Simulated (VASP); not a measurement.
# Ge (Fd-3m) in VASP: vibrations by perturbation theory with LDA

Aim: the vibrations by perturbation theory of Ge with LDA.

All numbers are computed with VASP 6.6.1; they aren't measurements. Logs are shortened: lines on timing, memory, paths and dates and some standing lists are left out, and cuts for length are marked.

## (1) The cell of the first run

Symmetry: Fd-3m, No. 227, cubic system. The conventional cell has a = 5.622 Å, b = 5.622 Å, c = 5.622 Å, α = 90.00°, β = 90.00°, γ = 90.00°. Within 3.2 Å of Ge (site symmetry -43m) lie 4 Ge at 2.43 Å.

## (2) Vibrations by perturbation theory, LDA

Contents of INCAR:

```
SYSTEM = Ge
PREC = Accurate
ENCUT = 520
EDIFF = 1E-8
ISMEAR = 0
SIGMA = 0.05
LREAL = .FALSE.
LASPH = .TRUE.
NELM = 80
ALGO = Normal
ISIF = 2
LWAVE = .FALSE.
LCHARG = .TRUE.
NBANDS = 21
IBRION = 8
NSW = 1
```

Contents of KPOINTS:

```
regular mesh
0
G
  12 12 12
  0 0 0
```

Contents of POSCAR:

```
Ge
1.0
    0.0000000000      2.8108713451      2.8108713451
    2.8108713451      0.0000000000      2.8108713451
    2.8108713451      2.8108713451      0.0000000000
Ge
2
Direct
    0.0000000000      0.0000000000      0.0000000000
    0.2500000000      0.2500000000      0.2500000000
```

Potentials or basis: VASP PAW LDA potentials, release 64 (Ge_d).

Command:

```
$ cat potpaw_LDA.64/Ge_d/POTCAR > POTCAR
$ mpirun -np 1 vasp_std > vasp.out
```

OUTCAR:

```text
SYSTEM = Ge
   PREC = Accurate
   ENCUT = 520
   EDIFF = 1E-8
   ISMEAR = 0
   LREAL = .FALSE.
   LASPH = .TRUE.
   NELM = 80
   ISIF = 2
   IBRION = 8
   NSW = 1

 ion  position               nearest neighbor table
   1  0.000  0.000  0.000-   2 2.43   2 2.43   2 2.43   2 2.43
   2  0.250  0.250  0.250-   1 2.43   1 2.43   1 2.43   1 2.43

  LATTYP: Found a face centered cubic cell.
 ALAT       =     5.6217426902

  Lattice vectors:

 A1 = (   0.0000000000,   2.8108713451,   2.8108713451)
 A2 = (   2.8108713451,   0.0000000000,   2.8108713451)
 A3 = (   2.8108713451,   2.8108713451,   0.0000000000)

Analysis of symmetry for initial positions (statically):
=====================================================================
 Subroutine PRICEL returns:
 Original cell was already a primitive cell.

 Routine SETGRP: Setting up the symmetry group for a
 face centered cubic supercell.

 Subroutine GETGRP returns: Found 48 space group operations
 (whereof 24 operations were pure point group operations)
 out of a pool of 48 trial point group operations.

The static configuration has the point symmetry T_d .
 The point group associated with its full space group is O_h .

Analysis of symmetry for dynamics (positions and initial velocities):
=====================================================================
 Subroutine PRICEL returns:
 Original cell was already a primitive cell.

 Routine SETGRP: Setting up the symmetry group for a
 face centered cubic supercell.

 Subroutine GETGRP returns: Found 48 space group operations
 (whereof 24 operations were pure point group operations)
 out of a pool of 48 trial point group operations.

The dynamic configuration has the point symmetry T_d .
 The point group associated with its full space group is O_h .

 Subroutine INISYM returns: Found 48 space group operations
 (whereof 24 operations are pure point group operations),
 and found     1 'primitive' translations

----------------------------------------------------------------------------------------

                                     Primitive cell

  volume of cell :      44.4174

  direct lattice vectors                    reciprocal lattice vectors
     0.000000000  2.810871345  2.810871345    -0.177880785  0.177880785  0.177880785
     2.810871345  0.000000000  2.810871345     0.177880785 -0.177880785  0.177880785
     2.810871345  2.810871345  0.000000000     0.177880785  0.177880785 -0.177880785

  length of vectors
     3.975172378  3.975172378  3.975172378     0.308098556  0.308098556  0.308098556

  position of ions in fractional coordinates (direct lattice)
     0.000000000  0.000000000  0.000000000
     0.250000000  0.250000000  0.250000000

  ion indices of the primitive-cell ions
   primitive index   ion index
                 1           1
                 2           2

----------------------------------------------------------------------------------------

 KPOINTS: regular mesh

Automatic generation of k-mesh.
 Grid dimensions read from file:
 generate k-points for:   12   12   12

 Generating k-lattice:

  Cartesian coordinates                     Fractional coordinates (reciprocal lattice)
    -0.014823399  0.014823399  0.014823399     0.083333333  0.000000000  0.000000000
     0.014823399 -0.014823399  0.014823399     0.000000000  0.083333333  0.000000000
     0.014823399  0.014823399 -0.014823399     0.000000000  0.000000000  0.083333333

  Length of vectors
     0.025674880  0.025674880  0.025674880

  Shift w.r.t. Gamma in fractional coordinates (k-lattice)
     0.000000000  0.000000000  0.000000000

 Subroutine IBZKPT returns following result:
 ===========================================

 Found     72 irreducible k-points:

 Following reciprocal coordinates:
            Coordinates               Weight
  0.000000  0.000000  0.000000      1.000000
  0.083333  0.000000  0.000000      8.000000
  0.166667  0.000000  0.000000      8.000000
  0.250000  0.000000  0.000000      8.000000
  0.333333  0.000000  0.000000      8.000000
  0.416667  0.000000  0.000000      8.000000
[... 16 lines left out ...]
  0.500000  0.166667  0.000000     24.000000
 -0.416667  0.166667  0.000000     24.000000
 [... further k-points ...]
   k-points           NKPTS =     72   k-points in BZ     NKDIM =     72   number of bands    NBANDS=     21
   number of dos      NEDOS =    301   number of ions     NIONS =      2
   total plane-waves  NPLWV =  27000
   dimension x,y,z NGX =    30 NGY =   30 NGZ =   30
   dimension x,y,z NGXF=    60 NGYF=   60 NGZF=   60
   ions per type =               2
   NGX,Y,Z   is equivalent  to a cutoff of  12.55, 12.55, 12.55 a.u.
   NGXF,Y,Z  is equivalent  to a cutoff of  25.09, 25.09, 25.09 a.u.
 SYSTEM =  Ge
   PREC   = accura    normal or accurate (medium, high low for compatibility)
   ISTART =      0    job   : 0-new  1-cont  2-samecut
   ICHARG =      2    charge: 1-file 2-atom 10-const
   ISPIN  =      1    spin polarized calculation?
   LNONCOLLINEAR =      F non collinear calculations
   LSORBIT =      F    spin-orbit coupling
   LASPH  =      T    aspherical Exc in radial PAW
   ENCUT  =  520.0 eV  38.22 Ry    6.18 a.u.   7.39  7.39  7.39*2*pi/ulx,y,z
   NELM   =     80;   NELMIN=  2; NELMDL= -5     # of ELM steps
   EDIFF  = 0.1E-07   stopping-criterion for ELM
   LREAL  =      F    real-space projection
   EDIFFG = 0.1E-06   stopping-criterion for IOM
   NSW    =      1    number of steps for IOM
   IBRION =      8    ionic relax: 0-MD 1-quasi-New 2-CG
   NFREE  =      0    steps in history (QN), initial steepest desc. (CG)
   ISIF   =      2    stress and relaxation
   ISYM   =      2    0-nonsym 1-usesym 2-fastsym
   POTIM  = 0.5000    time-step for ionic-motion
   TEBEG  =    0.0;   TEEND  =   0.0 temperature during run
   PSTRESS=    0.0 pullay stress
   NELECT =      28.0000    total number of electrons
   NUPDOWN=      -1.0000    fix difference up-down
   EMIN   =  10.00;   EMAX   =-10.00  energy-range for DOS
   EFERMI =   0.00;   METHOD = LEGACY
   ISMEAR =     0;   SIGMA  =   0.05  broadening in eV -4-tet -1-fermi 0-gaus
   EFERMI_NEDOS =   21; number of points for ismear=-14 and -15
   IALGO  =     38    algorithm
   IMIX   =      4    mixing-type and parameters
     AMIX     =   0.40;   BMIX     =  1.00
     AMIX_MAG =   1.60;   BMIX_MAG =  1.00
  volume/ion in A,a.u.               =      22.21       149.87
  Fermi-wavevector in a.u.,A,eV,Ry     =   1.403707  2.652622 26.808838  1.970394
  Thomas-Fermi vector in A             =   2.526342
   LORBIT       =      0    0 simple, 1 ext, 2 COOP (PROOUT), +10 PAW based schemes
   GGA     = CA    functional components
   LHFCALC =     F    Hartree Fock is set to
   AEXX    =    0.0000 exact exchange contribution
   IVDW    =     0    specifies the selected vdW correction
   LEPSILON=     F    determine dielectric tensor
   LRPA    =     F    only Hartree local field effects (RPA)
 non-spin polarized calculation
 Gauss-broadening in eV      SIGMA  =   0.05
  energy-cutoff  :      520.00
  volume of cell :       44.42
 maximum number of plane-waves:      1243
 NGX is ok and might be reduce to    30
   NGX = 15   NGY = 15   NGZ = 15

--------------------------------------- Ionic step        1  -------------------------------------------

 number of electron      28.0000032 magnetization

 Free energy of the ion-electron system (eV)
  ---------------------------------------------------
  ext. energy  EPLUGINS =         0.00000000
  ---------------------------------------------------
  free energy    TOTEN  =       -10.39102001 eV

  energy without entropy =      -10.39096974  energy(sigma->0) =      -10.39099488

 E-fermi :   4.9451     XC(G=0): -10.3792

 val. band max:        4.9442129083   @ k =   0.0000   0.0000   0.0000
 cond. band min:       5.0374559566   @ k =   0.5000   0.0000   0.0000
 fundamental gap:      0.0932430483
 Fermi energy:         4.9451244692

 k-point     1 :       0.0000    0.0000    0.0000
  band No.  band energies     occupation
      1     -20.0552      2.00000
      2     -20.0552      2.00000
      3     -20.0552      2.00000
      4     -20.0170      2.00000
      5     -20.0170      2.00000
      6     -19.7957      2.00000
[... 550 lines left out ...]
      5     -19.9520      2.00000
      6     -19.8559      2.00000
[... 13 lines left out ...]
     20      14.6453      0.00000
     21      15.2272      0.00000

 [... further k-points ...]
[... 5 lines left out ...]
  --------------------------------------------------------------------------------------
  -------------------------------------------------------------------------------------
  Total        0.0345256      0.0345256      0.0345256      0.0000000      0.0000000      0.0000000
  in kB        1.2453719      1.2453719      1.2453719      0.0000000      0.0000000      0.0000000
  external PRESSURE =       1.2453719 kB  Pullay stress =       0.0000000 kB

 VOLUME and BASIS-vectors are now :
 -----------------------------------------------------------------------------
  energy-cutoff  :      520.00
  volume of cell :       44.42
      direct lattice vectors                 reciprocal lattice vectors
     0.000000000  2.810871345  2.810871345    -0.177880785  0.177880785  0.177880785
     2.810871345  0.000000000  2.810871345     0.177880785 -0.177880785  0.177880785
     2.810871345  2.810871345  0.000000000     0.177880785  0.177880785 -0.177880785

 POSITION                                       TOTAL-FORCE (eV/Angst)
 -----------------------------------------------------------------------------------
      0.00000      0.00000      0.00000         0.000000      0.000000      0.000000
      1.40544      1.40544      1.40544        -0.000000     -0.000000     -0.000000
 -----------------------------------------------------------------------------------
    total drift:                                0.000000      0.000000      0.000000

  FREE ENERGIE OF THE ION-ELECTRON SYSTEM (eV)
  ---------------------------------------------------
  free  energy   TOTEN  =       -10.3910200096 eV

  energy  without entropy=      -10.3909697439  energy(sigma->0) =      -10.39099488

[... ionic steps 2 to 3 ...]

--------------------------------------- Ionic step        4  -------------------------------------------

 Free energy of the ion-electron system (eV)
  ---------------------------------------------------
  ---------------------------------------------------
  free energy    TOTEN  =        -0.19556868 eV

  energy without entropy =       -0.19556868

------------------------ aborting loop because EDIFF is reached ----------------------------------------

 INTERNAL STRAIN TENSOR  FOR ION    1  DIRECTION 1   (eV/Angst):
 -----------------------------------------------------------------------------
    -0.01151  0.00000  0.00000
     0.00000  0.00680  8.25653
     0.00000  8.25653  0.00680

 INTERNAL STRAIN TENSOR FOR ION    2 for displacements in x,y,z  (eV/Angst):
          X           Y           Z          XY          YZ          ZX
  --------------------------------------------------------------------------------
  x     0.00000    -0.00000    -0.00000     0.00000    -8.25653     0.00000
  y    -0.00000     0.00000    -0.00000     0.00000     0.00000    -8.25653
  z    -0.00000    -0.00000     0.00000    -8.25653     0.00000     0.00000

 SECOND DERIVATIVES (NOT SYMMETRIZED)
 ------------------------------------
               1X          1Y          1Z          2X          2Y          2Z
  1X   -11.367420    0.000000    0.000000   11.367420    0.000000    0.000000
  1Y     0.000000  -11.367420    0.000000    0.000000   11.367420    0.000000
  1Z     0.000000    0.000000  -11.367420    0.000000    0.000000   11.367420
  2X    11.367420    0.000000    0.000000  -11.367420    0.000000    0.000000
  2Y     0.000000   11.367420    0.000000    0.000000  -11.367420    0.000000
  2Z     0.000000    0.000000   11.367420    0.000000    0.000000  -11.367420

 Eigenvectors and eigenvalues of the dynamical matrix
 ----------------------------------------------------

   1 f  =    8.747792 THz    54.963999 2PiTHz  291.794937 cm-1    36.177945 meV
             X         Y         Z           dx          dy          dz
      0.000000  0.000000  0.000000     0.000000   -0.707107    0.000000
      1.405436  1.405436  1.405436     0.000000    0.707107    0.000000

   2 f  =    8.747792 THz    54.963999 2PiTHz  291.794937 cm-1    36.177945 meV
             X         Y         Z           dx          dy          dz
      0.000000  0.000000  0.000000    -0.707107    0.000000    0.000000
      1.405436  1.405436  1.405436     0.707107    0.000000    0.000000
[... 11 lines left out ...]
   5 f  =    0.000000 THz     0.000000 2PiTHz    0.000000 cm-1     0.000000 meV
             X         Y         Z           dx          dy          dz
      0.000000  0.000000  0.000000     0.000000    0.707107    0.000000
      1.405436  1.405436  1.405436     0.000000    0.707107    0.000000

   6 f  =    0.000000 THz     0.000000 2PiTHz    0.000000 cm-1     0.000000 meV
             X         Y         Z           dx          dy          dz
      0.000000  0.000000  0.000000     0.000000    0.000000    0.707107
      1.405436  1.405436  1.405436     0.000000    0.000000    0.707107

--------------------------------------------------------------------------------------------------------

 ELASTIC MODULI CONTR FROM IONIC RELAXATION (kBar)
 Direction    XX          YY          ZZ          XY          YZ          ZX
 --------------------------------------------------------------------------------
 XX          -0.0000     -0.0000     -0.0000     -0.0000      0.0000     -0.0000
 YY          -0.0000     -0.0000     -0.0000     -0.0000     -0.0000      0.0000
 ZZ          -0.0000     -0.0000     -0.0000      0.0000     -0.0000     -0.0000
 XY          -0.0000     -0.0000      0.0000   -216.3172      0.0000      0.0000
 YZ           0.0000     -0.0000     -0.0000      0.0000   -216.3172      0.0000
 ZX          -0.0000      0.0000     -0.0000      0.0000      0.0000   -216.3172
 --------------------------------------------------------------------------------
```

Run time: 5.3 min. Hardware: 1 thread of Intel Xeon Platinum 8488C (Sapphire Rapids), shared host; peak memory 0.55 GiB.

What came out:

| Property | Result |
| --- | --- |
| Highest phonon frequency at Γ | 292 cm⁻¹ |

Phonon frequencies in cm⁻¹ (negative: imaginary):
| q point | frequencies |
| --- | --- |
| (0.000, 0.000, 0.000) | 0 0 0 292 292 292 |
